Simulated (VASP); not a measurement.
# Mg (I4/mmm) in VASP: notebook

Runs on Mg. Level: LDA. Tasks: electric field gradients.

Program: VASP 6.6.1. These are calculated values, not measurements. Logs are shortened: lines on timing, memory, paths and dates and some standing lists are left out, and cuts for length are marked.

## Step 1: The cell of the first run

It takes space group I4/mmm (No. 139, tetragonal). The conventional cell has a = 3.079 Å, b = 3.079 Å, c = 4.489 Å, α = 90.00°, β = 90.00°, γ = 90.00°. Within 4.1 Å of Mg (site symmetry 4/mmm) lie 12 Mg at 3.08 to 3.13 Å.

## Step 2: Electric field gradients, LDA (equal xx and yy strain of -3 %)

File INCAR:

```
PREC = Accurate
ENCUT = 520
EDIFF = 1E-8
ISMEAR = -1
SIGMA = 0.03
LREAL = False
LASPH = True
NELM = 100
ALGO = Normal
ISIF = 2
LWAVE = False
LCHARG = False
GGA = CA
LEFG = True
NBANDS = 7
```

File KPOINTS:

```
regular mesh
0
Gamma
  16 16 16
```

File POSCAR:

```
Mg
1.0
    0.0000000000      2.1769283200      2.2442560000
    2.1769283200      0.0000000000      2.2442560000
    2.1769283200      2.1769283200      0.0000000000
Mg
1
Direct
    0.0000000000      0.0000000000      0.0000000000
```

Potentials or basis: VASP PAW LDA potentials, release 64 (Mg).

Command:

```
> cat potpaw_LDA.64/Mg/POTCAR > POTCAR
> mpirun -np 1 vasp_std > vasp.out
```

OUTCAR:

```text
PREC = Accurate
   ENCUT = 520
   EDIFF = 1E-8
   ISMEAR = -1
   LREAL = False
   LASPH = True
   NELM = 100
   ISIF = 2
   GGA = CA

 ion  position               nearest neighbor table
   1  0.000  0.000  0.000-

  LATTYP: Found a body centered tetragonal cell.
 ALAT       =     3.0786415545
 C/A-ratio  =     1.4579521262

  Lattice vectors:

 A1 = (  -2.1769283200,   0.0000000000,   2.2442560000)
 A2 = (   2.1769283200,   0.0000000000,   2.2442560000)
 A3 = (   0.0000000000,   2.1769283200,  -2.2442560000)

Analysis of symmetry for initial positions (statically):
=====================================================================
 Subroutine PRICEL returns:
 Original cell was already a primitive cell.

 Routine SETGRP: Setting up the symmetry group for a
 body centered tetragonal supercell.

 Subroutine GETGRP returns: Found 16 space group operations
 (whereof 16 operations were pure point group operations)
 out of a pool of 16 trial point group operations.

The static configuration has the point symmetry D_4h.

Analysis of symmetry for dynamics (positions and initial velocities):
=====================================================================
 Subroutine PRICEL returns:
 Original cell was already a primitive cell.

 Routine SETGRP: Setting up the symmetry group for a
 body centered tetragonal supercell.

 Subroutine GETGRP returns: Found 16 space group operations
 (whereof 16 operations were pure point group operations)
 out of a pool of 16 trial point group operations.

The dynamic configuration has the point symmetry D_4h.

 Subroutine INISYM returns: Found 16 space group operations
 (whereof 16 operations are pure point group operations),
 and found     1 'primitive' translations

----------------------------------------------------------------------------------------

                                     Primitive cell

  volume of cell :      21.2711

  direct lattice vectors                    reciprocal lattice vectors
     0.000000000  2.176928320  2.244256000    -0.229681426  0.229681426  0.222790983
     2.176928320  0.000000000  2.244256000     0.229681426 -0.229681426  0.222790983
     2.176928320  2.176928320  0.000000000     0.229681426  0.229681426 -0.222790983

  length of vectors
     3.126611889  3.126611889  3.078641554     0.393881882  0.393881882  0.393881882

  position of ions in fractional coordinates (direct lattice)
     0.000000000  0.000000000  0.000000000

  ion indices of the primitive-cell ions
   primitive index   ion index
                 1           1

----------------------------------------------------------------------------------------

 KPOINTS: regular mesh

Automatic generation of k-mesh.
 Grid dimensions read from file:
 generate k-points for:   16   16   16

 Generating k-lattice:

  Cartesian coordinates                     Fractional coordinates (reciprocal lattice)
    -0.014355089  0.014355089  0.013924436     0.062500000  0.000000000  0.000000000
     0.014355089 -0.014355089  0.013924436     0.000000000  0.062500000  0.000000000
     0.014355089  0.014355089 -0.013924436     0.000000000  0.000000000  0.062500000

  Length of vectors
     0.024617618  0.024617618  0.024617618

  Shift w.r.t. Gamma in fractional coordinates (k-lattice)
     0.000000000  0.000000000  0.000000000

 Subroutine IBZKPT returns following result:
 ===========================================

 Found    349 irreducible k-points:

 Following reciprocal coordinates:
            Coordinates               Weight
  0.000000  0.000000  0.000000      1.000000
  0.062500  0.000000  0.000000      8.000000
  0.125000  0.000000  0.000000      8.000000
  0.187500  0.000000  0.000000      8.000000
  0.250000  0.000000  0.000000      8.000000
  0.312500  0.000000  0.000000      8.000000
[... 16 lines left out ...]
 -0.125000  0.062500  0.000000      8.000000
 -0.062500  0.062500  0.000000      4.000000
 [... further k-points ...]
   k-points           NKPTS =    349   k-points in BZ     NKDIM =    349   number of bands    NBANDS=      7
   number of dos      NEDOS =    301   number of ions     NIONS =      1
   total plane-waves  NPLWV =  13824
   dimension x,y,z NGX =    24 NGY =   24 NGZ =   24
   dimension x,y,z NGXF=    48 NGYF=   48 NGZF=   48
   ions per type =               1
   NGX,Y,Z   is equivalent  to a cutoff of  12.76, 12.76, 12.96 a.u.
   NGXF,Y,Z  is equivalent  to a cutoff of  25.52, 25.52, 25.92 a.u.
 SYSTEM =  unknown system
   PREC   = accura    normal or accurate (medium, high low for compatibility)
   ISTART =      0    job   : 0-new  1-cont  2-samecut
   ICHARG =      2    charge: 1-file 2-atom 10-const
   ISPIN  =      1    spin polarized calculation?
   LNONCOLLINEAR =      F non collinear calculations
   LSORBIT =      F    spin-orbit coupling
   LASPH  =      T    aspherical Exc in radial PAW
   ENCUT  =  520.0 eV  38.22 Ry    6.18 a.u.   5.81  5.81  5.72*2*pi/ulx,y,z
   NELM   =    100;   NELMIN=  2; NELMDL= -5     # of ELM steps
   EDIFF  = 0.1E-07   stopping-criterion for ELM
   LREAL  =      F    real-space projection
   EDIFFG = 0.1E-06   stopping-criterion for IOM
   NSW    =      0    number of steps for IOM
   IBRION =     -1    ionic relax: 0-MD 1-quasi-New 2-CG
   NFREE  =      0    steps in history (QN), initial steepest desc. (CG)
   ISIF   =      2    stress and relaxation
   ISYM   =      2    0-nonsym 1-usesym 2-fastsym
   POTIM  = 0.5000    time-step for ionic-motion
   TEBEG  =    0.0;   TEEND  =   0.0 temperature during run
   PSTRESS=    0.0 pullay stress
   NELECT =       2.0000    total number of electrons
   NUPDOWN=      -1.0000    fix difference up-down
   EMIN   =  10.00;   EMAX   =-10.00  energy-range for DOS
   EFERMI =   0.00;   METHOD = LEGACY
   ISMEAR =    -1;   SIGMA  =   0.03  broadening in eV -4-tet -1-fermi 0-gaus
   EFERMI_NEDOS =   21; number of points for ismear=-14 and -15
   IALGO  =     38    algorithm
   IMIX   =      4    mixing-type and parameters
     AMIX     =   0.40;   BMIX     =  1.00
     AMIX_MAG =   1.60;   BMIX_MAG =  1.00
  volume/ion in A,a.u.               =      21.27       143.54
  Fermi-wavevector in a.u.,A,eV,Ry     =   0.744426  1.406760  7.539933  0.554169
  Thomas-Fermi vector in A             =   1.839774
   LORBIT       =      0    0 simple, 1 ext, 2 COOP (PROOUT), +10 PAW based schemes
   GGA     = CA    functional components
   LHFCALC =     F    Hartree Fock is set to
   AEXX    =    0.0000 exact exchange contribution
   IVDW    =     0    specifies the selected vdW correction
   LEPSILON=     F    determine dielectric tensor
   LRPA    =     F    only Hartree local field effects (RPA)
 non-spin polarized calculation
  energy-cutoff  :      520.00
  volume of cell :       21.27
 maximum number of plane-waves:       588
   NGX = 11   NGY = 11   NGZ = 11

 number of electron       2.0000000 magnetization

 Free energy of the ion-electron system (eV)
  ---------------------------------------------------
  ext. energy  EPLUGINS =         0.00000000
  ---------------------------------------------------
  free energy    TOTEN  =        -1.79487644 eV

  energy without entropy =       -1.79343906  energy(sigma->0) =       -1.79415775

 E-fermi :   2.8672     XC(G=0):  -8.9295

 val. band max:        2.8647569660   @ k =  -0.3750   0.0625   0.2500
 cond. band min:       2.8717356779   @ k =  -0.4375   0.0625   0.5000
 fundamental gap:      0.0069787119
 Fermi energy:         2.8672105852

 k-point     1 :       0.0000    0.0000    0.0000
  band No.  band energies     occupation
      1      -4.3772      2.00000
      2      15.4908      0.00000
      3      15.7311      0.00000
      4      15.7311      0.00000
      5      17.8460      0.00000
      6      17.8460      0.00000
      7      17.9203      0.00000

 k-point     2 :       0.0625    0.0000    0.0000
  band No.  band energies     occupation
      1      -4.2859      2.00000
      2      14.2455      0.00000
      3      15.3737      0.00000
      4      15.5515      0.00000
      5      17.8945      0.00000
      6      18.1762      0.00000
      7      18.2482      0.00000

 k-point     3 :       0.1250    0.0000    0.0000
  band No.  band energies     occupation
      1      -4.0125      2.00000
      2      12.1367      0.00000
      3      14.9736      0.00000
      4      15.2083      0.00000
      5      17.6178      0.00000
      6      18.9704      0.00000
      7      19.0818      0.00000
[... 191 lines left out ...]
 k-point    23 :      -0.1250    0.0625    0.0000
  band No.  band energies     occupation
      1      -3.7906      2.00000
      2      11.3825      0.00000
      3      13.2755      0.00000
      4      16.0139      0.00000
      5      18.1847      0.00000
      6      18.5093      0.00000
      7      19.2230      0.00000

 k-point    24 :      -0.0625    0.0625    0.0000
  band No.  band energies     occupation
      1      -4.1290      2.00000
      2      13.2855      0.00000
      3      14.0096      0.00000
      4      15.9718      0.00000
      5      18.0120      0.00000
      6      18.2655      0.00000
      7      18.7655      0.00000

 [... further k-points ...]
[... 5 lines left out ...]
  --------------------------------------------------------------------------------------
  -------------------------------------------------------------------------------------
  Total        0.0846519      0.0846519      0.0740793      0.0000000     -0.0000000      0.0000000
  in kB        6.3761220      6.3761220      5.5797755      0.0000000     -0.0000000      0.0000000
  external PRESSURE =       6.1106732 kB  Pullay stress =       0.0000000 kB

 VOLUME and BASIS-vectors are now :
 -----------------------------------------------------------------------------
  energy-cutoff  :      520.00
  volume of cell :       21.27
      direct lattice vectors                 reciprocal lattice vectors
     0.000000000  2.176928320  2.244256000    -0.229681426  0.229681426  0.222790983
     2.176928320  0.000000000  2.244256000     0.229681426 -0.229681426  0.222790983
     2.176928320  2.176928320  0.000000000     0.229681426  0.229681426 -0.222790983

 POSITION                                       TOTAL-FORCE (eV/Angst)
 -----------------------------------------------------------------------------------
      0.00000      0.00000      0.00000        -0.000000      0.000000      0.000000
 -----------------------------------------------------------------------------------
    total drift:                                0.000000      0.000000      0.000000

  FREE ENERGIE OF THE ION-ELECTRON SYSTEM (eV)
  ---------------------------------------------------
  free  energy   TOTEN  =        -1.7948764406 eV

  energy  without entropy=       -1.7934390593  energy(sigma->0) =       -1.79415775

 Electric field gradients (V/A^2)
---------------------------------------------------------------------
 ion       V_xx      V_yy      V_zz      V_xy      V_xz      V_yz
---------------------------------------------------------------------
   1       0.560     0.560    -1.119     0.000     0.000     0.000
---------------------------------------------------------------------

 Electric field gradients after diagonalization (V/A^2)
 (convention: |V_zz| > |V_xx| > |V_yy|)
----------------------------------------------------------------------
 ion       V_xx      V_yy      V_zz     asymmetry (V_yy - V_xx)/ V_zz
----------------------------------------------------------------------
   1       0.560     0.560    -1.119       0.000
----------------------------------------------------------------------

           NMR quadrupolar parameters

 Cq : quadrupolar parameter    Cq=e*Q*V_zz/h
 eta: asymmetry parameters     (V_yy - V_xx)/ V_zz
 Q  : nuclear electric quadrupole moment in mb (millibarn)
----------------------------------------------------------------------
 ion       Cq(MHz)       eta       Q (mb)
----------------------------------------------------------------------
   1      -0.003       0.000       1.000
----------------------------------------------------------------------
```

Run time: 11 s. Hardware: 1 thread of Intel Xeon 6975P-C (Granite Rapids), shared host; peak memory 0.16 GiB.

Results:

- Free energy: -1.7949 eV
- Pressure: 0.6 GPa
- Band gap on the k mesh: zero (bands 1 and 2 overlap by 2.87 eV)
- Largest electric field gradient by atom: Mg -1.1 V/Å²

Levels at points of the mesh, in eV from the Fermi level:
```
           k point  band 1  band 2  band 3  band 4  band 5
(0.00, 0.00, 0.00)   -7.24   12.62   12.86   12.86   14.98
(0.50, 0.00, 0.00)   -1.80   -1.32   11.34   11.95   12.27
(0.50, 0.50, 0.00)   -0.50    0.52    6.48    7.60    7.60
(0.50, 0.00, 0.50)   -0.10    0.99    6.16    7.07    7.19
```

Electric field gradients, principal values (V/Å²):
```csv
atom,least,middle,greatest (by size)
1 Mg,0.560,0.560,-1.119
```

Caveat: the cell differs from its parent crystal (equal xx and yy strain of -3 %); without QUAD_EFG the Cq values of the log hold for a quadrupole moment of 1 mb, not for the nuclei.

(Continued in part 2 of 3.)

The gap in the log of VASP goes by the Fermi energy; the results here count the filled bands.